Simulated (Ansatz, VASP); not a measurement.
**CoSi2: VASP beside Ansatz**

File INCAR:

```
SYSTEM = CoSi2
ALGO     = Normal         ! electronic algorithm
EDIFF    = 1E-6           ! SCF threshold, eV
ENCUT    = 520            ! plane-wave cutoff, eV
GGA      = PS             ! functional
ISIF     = 2              ! what is computed and relaxed
ISMEAR   = 0              ! smearing method
LASPH    = .TRUE.         ! aspherical terms in the spheres
LCHARG   = .TRUE.         ! write CHGCAR
LELF     = .TRUE.         ! ELF
LREAL    = .FALSE.        ! projectors in reciprocal space
LVHAR    = .TRUE.       
LWAVE    = .FALSE.        ! write WAVECAR
NBANDS   = 16             ! bands
NELM     = 80             ! most SCF steps
PREC     = Accurate       ! precision mode
SIGMA    = 0.15           ! smearing width, eV
```

The input KPOINTS:

```
k-points
0
G
  14 14 14
  0 0 0
```

Contents of POSCAR:

```
CoSi2
1.0
    0.0000000000      2.5899443453      2.5899443453
    2.5899443453      0.0000000000      2.5899443453
    2.5899443453      2.5899443453      0.0000000000
Co Si
1 2
Direct
    0.0000000000      0.0000000000      0.0000000000
    0.2500000000      0.2500000000      0.2500000000
    0.7500000000      0.7500000000      0.7500000000
```

Input for Ansatz:

```yaml
crystal:
  lattice:
    - [0.0, 2.5899443453, 2.5899443453]
    - [2.5899443453, 0.0, 2.5899443453]
    - [2.5899443453, 2.5899443453, 0.0]
  atoms:
    - { symbol: Co, position: [0.0, 0.0, 0.0] }
    - { symbol: Si, position: [0.25, 0.25, 0.25] }
    - { symbol: Si, position: [0.75, 0.75, 0.75] }
basis:
  ecutwfc: 520.0
kpoints:
  mp_grid: { grid: [14, 14, 14] }
hamiltonian:
  xc: pbesol
  pseudopotentials: { kind: paw, azcp: { folder: soft_1 } }
scf:
  occupations: { method: gaussian, width: 0.15 }
output:
  forces: true
  stress: true
  eigenvalues: true
```

Change from the starting cell: mode 4 frozen in at +0.000 Å, equal normal strain along x, y and z -0.0250.

Alike in both runs: task single point; functional PBEsol; k mesh 14 × 14 × 14; occupations gaussian, width 0.15 eV; no spin polarisation.

|  | VASP | Ansatz |
| --- | --- | --- |
| version | VASP 6.6.1 | Ansatz 0.2.0 |
| potentials or method | VASP PAW PBE potentials, release 64 (Co, Si), cutoff 520 eV | scalar-relativistic, plane waves, PAW |
| valence electrons in the cell | 17 | 25 |

|  | VASP | Ansatz | Ansatz less VASP |
| --- | --- | --- | --- |
| gap on the k mesh at the Fermi level (eV) | none | none | - |
| pressure (GPa) | 17.6 | 17.5 | -0.08 |

VASP's potentials were made for PBE, not for PBEsol, and Ansatz warns of the same on its side. A gap of «none» marks a metal or a gap that the smearing closes. VASP's potentials hold 17 valence electrons a cell and Ansatz's 25, so a difference there can come from the potentials and not from the codes.
